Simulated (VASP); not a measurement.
Write the native input for VASP 6.6.1 that does the following.

```yaml
Task: single point
Functional: LDA
Potentials_or_basis: VASP PAW LDA potentials, release 64 (Re)
Cutoff: 600 eV
k_mesh: 10 × 10 × 10
Occupations: gaussian, width 0.05 eV
Spin: no spin polarisation
Dipole_correction: no
Further_INCAR_settings: ALGO = Normal; EDIFF = 1e-06; NBANDS = 10
```

The structure of Re lies in POSCAR:

```
Re
1.0
   -1.5166117494      1.5166117494      1.5166117494
    1.5166117494     -1.5166117494      1.5166117494
    1.5166117494      1.5166117494     -1.5166117494
Re
1
Direct
    0.0000000000      0.0000000000      0.0000000000
```

This isn't the form of Re at room conditions, which is hcp.

These files were run (other wordings do the same):

INCAR

```
SYSTEM = Re
PREC = Accurate
ENCUT = 600
EDIFF = 1E-6
ISMEAR = 0
SIGMA = 0.05
LREAL = .False.
LASPH = .True.
NELM = 120
ALGO = Normal
ISIF = 2
LWAVE = .False.
LCHARG = .False.
NBANDS = 10
GGA_COMPAT = .False.
```

KPOINTS

```
regular mesh
0
Gamma
  10 10 10
  0 0 0
```

Potentials or basis: VASP PAW LDA potentials, release 64 (Re).

Launch:

```sh
$ cat potpaw_LDA.64/Re/POTCAR > POTCAR
$ mpirun -np 1 vasp_std > vasp.out
```

Results of the run:

```
Pressure               : 17.1 GPa
Band gap on the k mesh : zero (an odd number of electrons rules out a gap without spin polarisation)
```

Caveat: the cell stands under pressure; spin-orbit coupling is left out, which moves the levels of the heavy elements.

It took 3.1 s on 1 thread of Intel(R) Xeon(R) 6975P-C (Granite Rapids), with other jobs on the host, peak memory 0.13 GiB.
